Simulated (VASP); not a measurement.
The system is AlMo3C.

```
CELL_PARAMETERS angstrom
4.37476 0.00000 0.00000
0.00000 4.37476 0.00000
0.00000 0.00000 4.96969
ATOMIC_POSITIONS crystal
Al 0.00000 0.00000 0.00000
Mo 0.00000 0.00000 0.50000
Mo 0.00000 0.50000 0.76432
Mo 0.50000 0.00000 0.23568
C 0.50000 0.50000 0.00000
```

The cell was generated, and may not be a known phase.

- Program: VASP 6.6.1
- Task: relaxation of cell and atoms
- Functional: PBE
- Potentials or basis: VASP PAW PBE potentials, release 64 (Al, Mo_sv, C)
- Cutoff: 600 eV
- k mesh: 4 × 4 × 4
- Occupations: gaussian, width 0.1 eV
- Spin: no spin polarisation

At the start: pressure -5.8 GPa; volume 19.02 Å³/atom.

Where does the relaxation end?

Over 39 steps the energy falls by 939.0 meV/atom and the volume is 14.37 Å³/atom (-24.5 %); space group P-4m2 (No. 115, to 0.1 Å) before and after.

The path:
| step | energy change (eV) | largest force (eV/Å) | pressure (GPa) | volume (Å³) |
| --- | --- | --- | --- | --- |
| 1 | 0.0000 | 1.0196 | -5.80 | 95.11 |
| 2 | -0.6786 | 0.1574 | 6.23 | 85.62 |
| 3 | -0.6791 | 0.0894 | 7.07 | 85.15 |
| 4 | -0.9136 | 0.9777 | -1.65 | 90.10 |
| 5 | -0.9169 | 0.8475 | -0.71 | 89.51 |
| 6 | -0.9958 | 0.5862 | -1.16 | 89.31 |
| 7 | -1.1457 | 0.6614 | -2.18 | 88.49 |
| 8 | -1.1537 | 1.0461 | -2.45 | 88.20 |
| 9 | -1.1843 | 1.1270 | -2.39 | 87.81 |
| 10 | -1.2905 | 1.5669 | -2.00 | 86.55 |
| 11 | -1.4503 | 2.9839 | -0.04 | 83.79 |
| 12 | -1.3804 | 6.9035 | 10.04 | 77.34 |
| 13 | -1.4368 | 5.5147 | 5.74 | 79.52 |
| 14 | -1.4490 | 5.6089 | 5.84 | 79.40 |
| 15 | -1.4885 | 5.8922 | 6.18 | 79.05 |
| 16 | -1.5725 | 6.4286 | 6.99 | 78.31 |
| 17 | -1.6979 | 7.3178 | 9.29 | 76.67 |
| 18 | -1.5882 | 8.7221 | 19.43 | 72.79 |
| 19 | -1.7891 | 8.1035 | 19.66 | 72.27 |
| 20 | -1.3030 | 6.1852 | 24.02 | 69.96 |
| 21 | -1.8295 | 7.4874 | 20.47 | 71.73 |
| 22 | -1.8243 | 7.3256 | 20.72 | 71.56 |
| 23 | -2.0535 | 6.9220 | 17.50 | 72.20 |
| 24 | -2.6194 | 5.8686 | 8.71 | 74.13 |
| 25 | -3.2923 | 4.1020 | -5.31 | 78.08 |
| 26 | -3.2647 | 1.4648 | -22.12 | 86.22 |
| 27 | -3.4730 | 2.7202 | -14.81 | 81.91 |
| 28 | -3.7384 | 2.5193 | -13.73 | 80.66 |
| 29 | -4.3575 | 1.5912 | -8.96 | 76.99 |
| 30 | -4.1806 | 2.5385 | 11.18 | 69.94 |
| 31 | -4.5649 | 0.6084 | -3.48 | 74.36 |
| 32 | -4.5798 | 0.1153 | -1.14 | 73.45 |
| 33 | -4.6418 | 0.0139 | -1.21 | 73.07 |
| 34 | -4.6894 | 0.2487 | -1.30 | 72.39 |
| 35 | -4.6898 | 0.2691 | -1.30 | 72.33 |
| 36 | -4.6936 | 0.1677 | 0.04 | 71.85 |
| 37 | -4.6938 | 0.1369 | 0.43 | 71.72 |
| 38 | -4.6947 | 0.0703 | 0.22 | 71.79 |
| 39 | -4.6949 | 0.0063 | 0.00 | 71.86 |

Final structure:
```
CELL_PARAMETERS angstrom
2.97214 0.00000 0.00000
0.00000 2.97214 0.00000
0.00000 0.00000 8.13442
ATOMIC_POSITIONS crystal
Al 0.00000 0.00000 0.00000
Mo 0.00000 0.00000 0.50000
Mo 0.00000 0.50000 0.75247
Mo 0.50000 0.00000 0.24753
C 0.50000 0.50000 0.00000
```

Caveat: the volume moved by over 15 % at a fixed basis, so the end points are rough.
